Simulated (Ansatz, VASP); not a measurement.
**BP in VASP and in Ansatz**

The input INCAR:

```
SYSTEM = BP
ALGO = Normal
EDIFF = 1E-6
ENCUT = 520
GGA = PE
ISIF = 2
ISMEAR = -1
LASPH = .True.
LCHARG = .False.
LREAL = .False.
LWAVE = .False.
NBANDS = 11
NELM = 100
PREC = Accurate
SIGMA = 0.05
```

KPOINTS

```
k-points
0
Gamma
  6 6 6
  0 0 0
```

POSCAR

```
BP
1.0
    0.0000000000      2.2690000000      2.2690000000
    2.2690000000      0.0000000000      2.2690000000
    2.2690000000      2.2690000000      0.0000000000
P B
1 1
Direct
    0.7500000000      0.7500000000      0.7500000000
    0.0000000000      0.0000000000      0.0000000000
```

Contents of input.yaml:

```yaml
crystal:
  lattice:
    - [0.0, 2.269, 2.269]
    - [2.269, 0.0, 2.269]
    - [2.269, 2.269, 0.0]
  atoms:
    - { symbol: P, position: [0.75, 0.75, 0.75] }
    - { symbol: B, position: [0.0, 0.0, 0.0] }
hamiltonian:
  xc: pbe
  pseudopotentials: { kind: paw }
kpoints:
  mp_grid: { grid: [6, 6, 6] }
scf:
  occupations: { method: fermi_dirac, width: 0.05 }
output:
  forces: true
  stress: true
  eigenvalues: true
  write_density: true
  write_potential: true
  elf: true
  volumetric_format: npy
```

Alike in both runs: task single point; functional PBE; k mesh 6 × 6 × 6; occupations fermi-dirac, width 0.05 eV; no spin polarisation.

```csv
,VASP,Ansatz
version,VASP 6.6.1,Ansatz 0.2.0
potentials or method,"VASP PAW PBE potentials, release 64 (P, B)",Ansatz PAW
plane-wave cutoff (eV),520,420
valence electrons in the cell,8,8
```

Ansatz gave:

```
gap on the k mesh at the Fermi level (eV) : 1.33
least direct gap on the mesh (eV)         : 3.40
pressure (GPa)                            : 1.3
```

**Question.** What did VASP give for the same quantities?

**Answer.** gap on the k mesh at the Fermi level (eV): 1.33; least direct gap on the mesh (eV): 3.40; pressure (GPa): 1.0.

The functional is the same, so the differences come from potentials, cutoffs and numerics.
